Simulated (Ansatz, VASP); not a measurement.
**Os11RuPt3Rh: VASP beside Ansatz**

```
Ru Rh Os Pt
1.0
    -3.87577    3.86255   -3.87664
     3.87315    3.85816    3.87488
     3.87043   -3.86079   -3.86953
Ru Rh Os Pt
1 1 11 3
Direct
  0.50179 0.74688 0.75082
  0.99267 0.74684 0.25114
  0.24792 0.99986 0.74812
  0.00192 0.24664 0.75077
  0.75023 0.50271 0.75320
  0.24551 0.25566 0.50442
  0.00105 0.49900 0.49634
  0.75953 0.00015 0.25041
  0.75471 0.75413 0.50563
  0.99092 0.00098 0.99687
  0.24801 0.49269 0.25085
  0.75520 0.25312 0.00489
  0.50021 0.49968 0.99567
  0.50211 0.99939 0.50510
  0.50250 0.25514 0.25046
  0.24846 0.74576 0.99620
```

Alike in both runs: functional PBE; k mesh 3 × 3 × 3; occupations gaussian, width 0.1 eV; no spin polarisation.

Ansatz relaxed the structure, and its values are those at the end. VASP's run is a single point on that final structure, the one shown.

```csv
,VASP,Ansatz
version,VASP 6.6.1,Ansatz 0.2.0
potentials or method,"VASP PAW PBE potentials, release 64 (Ru_pv, Rh_pv, Os, Pt), cutoff 520 eV","scalar-relativistic, plane waves, PAW"
valence electrons in the cell,147,263
```

```csv
,VASP,Ansatz,Ansatz less VASP
gap on the k mesh at the Fermi level (eV),none,none,-
pressure (GPa),-0.2,0.0,+0.23
rms of the force components (eV/Å),0.008,0.005,-0.0030
```

A gap of «none» marks a metal or a gap that the smearing closes. VASP's potentials hold 147 valence electrons a cell and Ansatz's 263, so a difference there can come from the potentials and not from the codes.

The k mesh is coarse, so the values compare programs but aren't converged. Spin-orbit coupling is off throughout.
